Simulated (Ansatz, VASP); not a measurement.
## One calculation of Ta3H, two programs

```
CELL_PARAMETERS angstrom
4.60022 0.00000 0.00000
-2.30011 3.98391 0.00000
0.00000 0.00000 22.40177
ATOMIC_POSITIONS crystal
Ta 0.66667 0.33333 0.17856
Ta 0.33333 0.66667 0.22047
Ta 0.00000 0.00000 0.26239
Ta 0.66667 0.33333 0.30168
Ta 0.33333 0.66667 0.33854
Ta 0.00000 0.00000 0.37505
H 0.20497 0.66667 0.40942
H 0.46170 0.66667 0.40942
```

Alike in both runs: task single point; functional LDA; k mesh 6 × 6 × 1; occupations gaussian, width 0.1 eV; no spin polarisation.

|  | VASP | Ansatz |
| --- | --- | --- |
| version | VASP 6.6.1 | Ansatz 0.2.0 |
| potentials or method | VASP PAW LDA potentials, release 64 (Ta_pv, H), cutoff 520 eV | scalar-relativistic, plane waves, PAW |
| valence electrons in the cell | 68 | 80 |

Ansatz gave:

- gap on the k mesh at the Fermi level (eV): none
- rms of the force components (eV/Å): 1.060
- work function, face that differs most (eV): 3.74

Task: Which values does VASP return?

Result: gap on the k mesh at the Fermi level (eV): none; rms of the force components (eV/Å): 1.071; work function, face that differs most (eV): 3.75.

Ansatz warns that its potentials were made for another functional, while VASP's fit it. LDA's correlation is that of Perdew and Zunger in VASP and of Perdew and Wang (1992) in Ansatz. Atom by atom the forces differ by 0.026 eV/Å (rms over components). A gap of «none» marks a metal or a gap that the smearing closes. VASP's potentials hold 68 valence electrons a cell and Ansatz's 80, so a difference there can come from the potentials and not from the codes. Ansatz's warnings: xc potential rough in thin density.

Neither program's run includes spin-orbit coupling.
